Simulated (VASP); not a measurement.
Crystal: Si.

```
Si
1.0
     3.77954    0.00000    0.00000
    -1.88977    3.27317    0.00000
     0.00000    0.00000    6.24704
Si
4
Direct
  0.66667 0.33333 0.93699
  0.33333 0.66667 0.43699
  0.66667 0.33333 0.56301
  0.33333 0.66667 0.06301
```

Base run:

| Item | Value |
| --- | --- |
| Program | VASP 6.6.1 |
| Functional | PBE |
| Potentials or basis | VASP PAW PBE potentials, release 64 (Si) |
| Cutoff | 520 eV |
| k mesh | 8 × 8 × 4 |
| Occupations | fermi-dirac, width 0.05 eV |
| Spin | no spin polarisation |

Its results: band gap on the k mesh 0.33 eV, indirect (least direct gap 1.14 eV); pressure 5.6 GPa.

The run is repeated on the same cell with these changes: functional from PBE to LDA; potentials or basis from VASP PAW PBE potentials, release 64 (Si) to VASP PAW LDA potentials, release 64 (Si). What comes out?

Band gap on the k mesh 0.23 eV, indirect (least direct gap 1.04 eV); pressure 1.9 GPa.

A k mesh can miss the band edges.
